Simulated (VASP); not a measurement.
The system is AgBi2.

```xyz
6
Lattice="0.0000 4.3406 4.3406 4.3406 0.0000 4.3406 4.3406 4.3406 0.0000" Properties=species:S:1:pos:R:3 pbc="T T T"
Ag    0.0000    0.0000    0.0000
Ag    2.1703    2.1703    2.1703
Bi    5.4258    5.4258    5.4258
Bi    5.4258    3.2555    3.2555
Bi    3.2555    3.2555    5.4258
Bi    3.2555    5.4258    3.2555
```

```yaml
Program: VASP 6.6.1
Task: relaxation of cell and atoms
Functional: PBE
Potentials_or_basis: VASP PAW PBE potentials, release 64 (Ag, Bi_d)
Cutoff: 600 eV
k_mesh: 4 × 4 × 4
Occupations: gaussian, width 0.1 eV
Spin: no spin polarisation
```

At the start: pressure 10.2 GPa; volume 27.26 Å³/atom.

Problem. How do energy, volume and symmetry change on relaxing?

Solution. Over 3 steps the energy falls by 136.4 meV/atom and the volume is 32.26 Å³/atom (+18.3 %); space group Fd-3m (No. 227, to 0.1 Å) before and after.

The path:
| step | energy change (eV) | largest force (eV/Å) | pressure (GPa) | volume (Å³) |
| --- | --- | --- | --- | --- |
| 1 | 0.0000 | 0.0000 | 10.22 | 163.56 |
| 2 | -0.7029 | 0.0000 | -2.39 | 208.25 |
| 3 | -0.8185 | 0.0000 | 0.06 | 193.53 |

Final structure:
```cif
data_structure
_symmetry_space_group_name_H-M 'P 1'
_symmetry_Int_Tables_number 1
_cell_length_a 6.4927
_cell_length_b 6.4927
_cell_length_c 6.4927
_cell_angle_alpha 60.000
_cell_angle_beta 60.000
_cell_angle_gamma 60.000
_cell_volume 193.53
loop_
_atom_site_label
_atom_site_type_symbol
_atom_site_fract_x
_atom_site_fract_y
_atom_site_fract_z
_atom_site_occupancy
Ag1 Ag 0.00000 0.00000 0.00000 1
Ag2 Ag 0.25000 0.25000 0.25000 1
Bi1 Bi 0.62500 0.62500 0.62500 1
Bi2 Bi 0.12500 0.62500 0.62500 1
Bi3 Bi 0.62500 0.62500 0.12500 1
Bi4 Bi 0.62500 0.12500 0.62500 1
```

Caveat: the volume moved by over 15 % at a fixed basis, so the end points are rough.
